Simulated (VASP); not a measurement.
# WS2 in VASP: further runs, part 2 of 2

VASP 6.6.1. Earlier steps stand in the parts before.

## (3) Single point, PBEsol

This run uses another cell than the first one: it holds 6 atoms, not 3.

The input, INCAR:

```
SYSTEM = WS2
ALGO = Normal
EDIFF = 1E-6
ENCUT = 520
GGA = PS
ISIF = 2
ISMEAR = 0
LASPH = .True.
LCHARG = .True.
LELF = .True.
LREAL = .False.
LVHAR = .True.
LWAVE = .False.
NBANDS = 35
NELM = 60
PREC = Accurate
SIGMA = 0.05
```

The input, KPOINTS:

```
k-points
0
Gamma
  12 12 1
  0 0 0
```

The input, POSCAR:

```
WS2
1.0
    3.1457762207      0.0000000000      0.0000000000
   -1.5728881103      2.7243221217      0.0000000000
    0.0000000000      0.0000000000     33.9068420743
W S
2 4
Direct
    0.3333333333      0.6666666667      0.0000000000
    0.3333333333      0.6666666667      0.5000000000
    0.6666666667      0.3333333333      0.4537880743
    0.6666666667      0.3333333333      0.9537880743
    0.6666666667      0.3333333333      0.0462119257
    0.6666666667      0.3333333333      0.5462119257
```

Potentials or basis: VASP PAW PBE potentials, release 64 (W_sv, S).

Launch:

```sh
cat potpaw_PBE.64/W_sv/POTCAR potpaw_PBE.64/S/POTCAR > POTCAR
mpirun -np 1 vasp_std > vasp.out
```

OUTCAR:

```text
SYSTEM = WS2
   EDIFF = 1E-6
   ENCUT = 520
   GGA = PS
   ISIF = 2
   ISMEAR = 0
   LASPH = .True.
   LREAL = .False.
   NELM = 60
   PREC = Accurate

 ion  position               nearest neighbor table
   1  0.333  0.667  0.000-   4 2.40   5 2.40   4 2.40   5 2.40   4 2.40   5 2.40
   2  0.333  0.667  0.500-   3 2.40   6 2.40   3 2.40   6 2.40   3 2.40   6 2.40
   3  0.667  0.333  0.454-   2 2.40   2 2.40   2 2.40
   4  0.667  0.333  0.954-   1 2.40   1 2.40   1 2.40
   5  0.667  0.333  0.046-   1 2.40   1 2.40   1 2.40
   6  0.667  0.333  0.546-   2 2.40   2 2.40   2 2.40

  LATTYP: Found a hexagonal cell.
 ALAT       =     3.1457762207
 C/A-ratio  =    10.7785295887

  Lattice vectors:

 A1 = (   3.1457762207,   0.0000000000,   0.0000000000)
 A2 = (  -1.5728881103,   2.7243221217,   0.0000000000)
 A3 = (   0.0000000000,   0.0000000000,  33.9068420743)

Analysis of symmetry for initial positions (statically):
=====================================================================
 Subroutine PRICEL returns following result:

  LATTYP: Found a hexagonal cell.
 ALAT       =     3.1457762207
 C/A-ratio  =     5.3892647944

  Lattice vectors:

 A1 = (   3.1457762207,   0.0000000000,   0.0000000000)
 A2 = (  -1.5728881103,   2.7243221217,   0.0000000000)
 A3 = (   0.0000000000,   0.0000000000,  16.9534210372)

   2 primitive cells build up your supercell.

 Routine SETGRP: Setting up the symmetry group for a
 hexagonal supercell.

 Subroutine GETGRP returns: Found 12 space group operations
 (whereof 12 operations were pure point group operations)
 out of a pool of 24 trial point group operations.

The static configuration has the point symmetry D_3h.

Analysis of symmetry for dynamics (positions and initial velocities):
=====================================================================
 Subroutine PRICEL returns following result:

  LATTYP: Found a hexagonal cell.
 ALAT       =     3.1457762207
 C/A-ratio  =     5.3892647944

  Lattice vectors:

 A1 = (   3.1457762207,   0.0000000000,   0.0000000000)
 A2 = (  -1.5728881103,   2.7243221217,   0.0000000000)
 A3 = (   0.0000000000,   0.0000000000,  16.9534210372)

   2 primitive cells build up your supercell.

 Routine SETGRP: Setting up the symmetry group for a
 hexagonal supercell.

 Subroutine GETGRP returns: Found 12 space group operations
 (whereof 12 operations were pure point group operations)
 out of a pool of 24 trial point group operations.

The dynamic configuration has the point symmetry D_3h.

 Subroutine INISYM returns: Found 12 space group operations
 (whereof 12 operations are pure point group operations),
 and found     2 'primitive' translations

----------------------------------------------------------------------------------------

                                     Primitive cell

  volume of cell :     145.2926

  direct lattice vectors                    reciprocal lattice vectors
[... 37 lines left out ...]
     0.000000000  0.000000000  0.000000000

 Subroutine IBZKPT returns following result:
 ===========================================

 Found     19 irreducible k-points:

 Following reciprocal coordinates:
            Coordinates               Weight
  0.000000  0.000000  0.000000      1.000000
  0.083333  0.000000  0.000000      6.000000
  0.166667  0.000000  0.000000      6.000000
  0.250000  0.000000  0.000000      6.000000
  0.333333  0.000000  0.000000      6.000000
  0.416667  0.000000  0.000000      6.000000
[... 11 lines left out ...]
  0.333333  0.250000  0.000000     12.000000
  0.333333  0.333333  0.000000      2.000000
   k-points           NKPTS =     19   k-points in BZ     NKDIM =     19   number of bands    NBANDS=     35
   number of dos      NEDOS =    301   number of ions     NIONS =      6
   total plane-waves  NPLWV = 145152
   dimension x,y,z NGX =    24 NGY =   24 NGZ =  252
   dimension x,y,z NGXF=    48 NGYF=   48 NGZF=  504
   ions per type =               2   4
   NGX,Y,Z   is equivalent  to a cutoff of  12.68, 12.68, 12.36 a.u.
   NGXF,Y,Z  is equivalent  to a cutoff of  25.37, 25.37, 24.71 a.u.
 SYSTEM =  WS2
   PREC   = accura    normal or accurate (medium, high low for compatibility)
   ISTART =      0    job   : 0-new  1-cont  2-samecut
   ICHARG =      2    charge: 1-file 2-atom 10-const
   ISPIN  =      1    spin polarized calculation?
   LNONCOLLINEAR =      F non collinear calculations
   LSORBIT =      F    spin-orbit coupling
   LASPH  =      T    aspherical Exc in radial PAW
   ENCUT  =  520.0 eV  38.22 Ry    6.18 a.u.   5.85  5.85 63.04*2*pi/ulx,y,z
   NELM   =     60;   NELMIN=  2; NELMDL= -5     # of ELM steps
   EDIFF  = 0.1E-05   stopping-criterion for ELM
   LREAL  =      F    real-space projection
   EDIFFG = 0.1E-04   stopping-criterion for IOM
   NSW    =      0    number of steps for IOM
   IBRION =     -1    ionic relax: 0-MD 1-quasi-New 2-CG
   NFREE  =      0    steps in history (QN), initial steepest desc. (CG)
   ISIF   =      2    stress and relaxation
   ISYM   =      2    0-nonsym 1-usesym 2-fastsym
   POTIM  = 0.5000    time-step for ionic-motion
   TEBEG  =    0.0;   TEEND  =   0.0 temperature during run
   PSTRESS=    0.0 pullay stress
   NELECT =      52.0000    total number of electrons
   NUPDOWN=      -1.0000    fix difference up-down
   EMIN   =  10.00;   EMAX   =-10.00  energy-range for DOS
   EFERMI =   0.00;   METHOD = LEGACY
   ISMEAR =     0;   SIGMA  =   0.05  broadening in eV -4-tet -1-fermi 0-gaus
   EFERMI_NEDOS =   21; number of points for ismear=-14 and -15
   IALGO  =     38    algorithm
   IMIX   =      4    mixing-type and parameters
     AMIX     =   0.40;   BMIX     =  1.00
     AMIX_MAG =   1.60;   BMIX_MAG =  1.00
  volume/ion in A,a.u.               =      48.43       326.83
  Fermi-wavevector in a.u.,A,eV,Ry     =   0.922539  1.743346 11.579622  0.851078
  Thomas-Fermi vector in A             =   2.048077
   LORBIT       =      0    0 simple, 1 ext, 2 COOP (PROOUT), +10 PAW based schemes
   GGA     = PS    functional components
   LHFCALC =     F    Hartree Fock is set to
   AEXX    =    0.0000 exact exchange contribution
   IVDW    =     0    specifies the selected vdW correction
   LEPSILON=     F    determine dielectric tensor
   LRPA    =     F    only Hartree local field effects (RPA)
 non-spin polarized calculation
 Gauss-broadening in eV      SIGMA  =   0.05
  energy-cutoff  :      520.00
  volume of cell :      290.59
 maximum number of plane-waves:      7858
 NGX is ok and might be reduce to    24
   NGX = 11   NGY = 11   NGZ =127

 number of electron      51.9999996 magnetization

 Free energy of the ion-electron system (eV)
  ---------------------------------------------------
  ext. energy  EPLUGINS =         0.00000000
  ---------------------------------------------------
  free energy    TOTEN  =       -50.49807004 eV

  energy without entropy =      -50.49807004  energy(sigma->0) =      -50.49807004

 E-fermi :  -0.7038     XC(G=0):  -4.6047

 val. band max:       -1.1464885956   @ k =   0.3333   0.3333   0.0000
 cond. band min:       0.7944521240   @ k =   0.3333   0.3333   0.0000
 fundamental gap:      1.9409407196
 Fermi energy:        -0.7038321950

 k-point     1 :       0.0000    0.0000    0.0000
  band No.  band energies     occupation
      1     -75.0520      2.00000
      2     -75.0519      2.00000
      3     -39.3304      2.00000
      4     -39.3304      2.00000
      5     -39.1358      2.00000
      6     -39.1358      2.00000
[... 711 lines left out ...]
     34       4.6356      0.00000
     35       5.5174      0.00000

------------------------ aborting loop because EDIFF is reached ----------------------------------------

  FORCE on cell =-STRESS in cart. coord.  units (eV):
  Direction    XX          YY          ZZ          XY          YZ          ZX
  --------------------------------------------------------------------------------------
  -------------------------------------------------------------------------------------
  Total        0.0696758      0.0696758      0.0720088      0.0000000     -0.0000000      0.0000000
  in kB        0.3841662      0.3841662      0.3970295      0.0000000     -0.0000000      0.0000000
  external PRESSURE =       0.3884539 kB  Pullay stress =       0.0000000 kB

 VOLUME and BASIS-vectors are now :
 -----------------------------------------------------------------------------
  energy-cutoff  :      520.00
  volume of cell :      290.59
      direct lattice vectors                 reciprocal lattice vectors
     3.145776221  0.000000000  0.000000000     0.317886566  0.183531894  0.000000000
    -1.572888110  2.724322122  0.000000000     0.000000000  0.367063789  0.000000000
     0.000000000  0.000000000 33.906842074     0.000000000  0.000000000  0.029492573

 POSITION                                       TOTAL-FORCE (eV/Angst)
 -----------------------------------------------------------------------------------
     -0.00000      1.81621      0.00000         0.000000     -0.000000      0.000000
     -0.00000      1.81621     16.95342         0.000000      0.000000      0.000000
      1.57289      0.90811     15.38652        -0.000000     -0.000000     -0.020776
      1.57289      0.90811     32.33994        -0.000000      0.000000     -0.020776
      1.57289      0.90811      1.56690        -0.000000      0.000000      0.020776
      1.57289      0.90811     18.52032         0.000000      0.000000      0.020776
 -----------------------------------------------------------------------------------
    total drift:                               -0.000000      0.000000      0.000000

  FREE ENERGIE OF THE ION-ELECTRON SYSTEM (eV)
  ---------------------------------------------------
  free  energy   TOTEN  =       -50.4980700373 eV

  energy  without entropy=      -50.4980700373  energy(sigma->0) =      -50.49807004
```

It took 15 min on 1 thread of AMD EPYC, shared host; peak memory 0.42 GiB.

What came out:

| Item | Value |
| --- | --- |
| Free energy | -50.4981 eV |
| Largest force | 0.021 eV/Å |
| Band gap on the k mesh | 1.94 eV |

Forces on the atoms (eV/Å):
```
W    0.000  0.000  0.000
W    0.000  0.000  0.000
S    0.000  0.000 -0.021
S    0.000  0.000 -0.021
S    0.000  0.000  0.021
S    0.000  0.000  0.021
```

Caveat: the PAW data sets were made with another functional, which shifts forces and pressure a little; spin-orbit coupling is left out, which moves the levels of the heavy elements.
